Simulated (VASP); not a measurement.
NaH, 2 atoms in the cell. It takes space group Fm-3m (No. 225, cubic). Conventional cell: a = 4.767 Å, b = 4.767 Å, c = 4.767 Å, α = 90.00°, β = 90.00°, γ = 90.00°. Na (site symmetry m-3m) has 6 H at 2.38 Å within 3.1 Å. Within 3.1 Å of H (site symmetry m-3m) lie 6 Na at 2.38 Å.  This cell differs from its parent crystal: volume scaled by 0.960.

| Item | Value |
| --- | --- |
| Program | VASP 6.6.1 |
| Task | single point |
| Functional | PBE |
| Potentials or basis | VASP PAW PBE potentials, release 64 (Na_pv, H) |
| Cutoff | 520 eV |
| k mesh | 12 × 12 × 12 |
| Occupations | gaussian, width 0.05 eV |
| Spin | no spin polarisation |
| Dipole correction | no |
| Further INCAR settings | ALGO = Normal; EDIFF = 1e-06; NBANDS = 11 |

Potentials or basis: VASP PAW PBE potentials, release 64 (Na_pv, H).

Command:

```sh
$ cat potpaw_PBE.64/Na_pv/POTCAR potpaw_PBE.64/H/POTCAR > POTCAR
$ mpirun -np 1 vasp_std > vasp.out
```

Hardware: 1 thread of AMD EPYC 7R13 Processor (Zen 3), on a shared host.

How long does it take, and how much memory?

It took 22 s on 1 thread of AMD EPYC 7R13 Processor (Zen 3), with other jobs on the host, peak memory 0.13 GiB. Counts: scf iterations 12, k points 72.
